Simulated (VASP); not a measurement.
Wanted: the native input for a VASP 6.6.1 run.

```yaml
Task: single point
Functional: PBE
Potentials_or_basis: VASP PAW PBE potentials, release 64 (Zr_sv)
Cutoff: 520 eV
k_mesh: 16 × 16 × 16
Occupations: gaussian, width 0.1 eV
Spin: no spin polarisation
Dipole_correction: no
Further_INCAR_settings: ALGO = Fast; EDIFF = 1e-06; NBANDS = 12
```

The structure of Zr lies in POSCAR:

```
Zr
1.0
    0.0000000000      2.3084660500      2.3084660500
    2.3084660500      0.0000000000      2.3084660500
    2.3084660500      2.3084660500      0.0000000000
Zr
1
Direct
    0.0000000000      0.0000000000      0.0000000000
```

This cell differs from its parent crystal: strained.

The input as run:

INCAR

```
  ALGO = Fast
  EDIFF = 1E-6
  ENCUT = 520
  GGA = PE
  ISIF = 2
  ISMEAR = 0
  LASPH = True
  LCHARG = False
  LREAL = False
  LWAVE = False
  NBANDS = 12
  NELM = 100
  PREC = Accurate
  SIGMA = 0.1
```

KPOINTS

```
k-points
0
Gamma
  16 16 16
```

Potentials or basis: VASP PAW PBE potentials, release 64 (Zr_sv).

Command:

```console
$ cat potpaw_PBE.64/Zr_sv/POTCAR > POTCAR
$ mpirun -np 1 vasp_std > vasp.out
```

It gave:

* Pressure: -4.8 GPa
* Band gap on the k mesh: zero (band 6 reaches 9.24 eV, above the bottom of band 7 at 7.91 eV)

Caveat: the cell differs from its parent crystal (strained).

Run time: 26 s on 1 thread of Intel Xeon 6975P-C, on a shared host, peak memory 0.17 GiB.
